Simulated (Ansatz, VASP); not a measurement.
# Two plane-wave programs on La3HfO

```
La Hf O
1.0
     6.62218    0.00000    0.00000
    -3.31109    5.73497    0.00000
     0.00000    0.00000    3.94116
La Hf O
3 1 1
Direct
  0.50000 0.00000 0.00000
  0.00000 0.50000 0.00000
  0.50000 0.50000 0.00000
  0.00000 0.00000 0.50000
  0.00000 0.00000 0.00000
```

Alike in both runs: task relaxation of cell and atoms; functional PBE; k mesh 6 × 6 × 10; occupations gaussian, width 0.1 eV; no spin polarisation.

```csv
,VASP,Ansatz
version,VASP 6.6.1,Ansatz 0.2.0
potentials or method,"VASP PAW PBE potentials, release 64 (La, Hf_pv, O), cutoff 600 eV","scalar-relativistic, plane waves, PAW"
valence electrons in the cell,49,65
```

Ansatz gave:

| Quantity | Value |
| --- | --- |
| gap on the k mesh at the Fermi level, each at its own relaxed structure (eV) | none |
| relaxed volume (Å³/atom) | 30.13 |
| relaxed length of the cell vector where the two differ most in proportion (Å) | 3.936 |

**Question.** What did VASP give for the same quantities?

**Answer.** gap on the k mesh at the Fermi level, each at its own relaxed structure (eV): none; relaxed volume (Å³/atom): 30.01; relaxed length of the cell vector where the two differ most in proportion (Å): 3.927.

A gap of «none» marks a metal or a gap that the smearing closes. VASP's potentials hold 49 valence electrons a cell and Ansatz's 65, so a difference there can come from the potentials and not from the codes.

Neither program's run includes spin-orbit coupling.
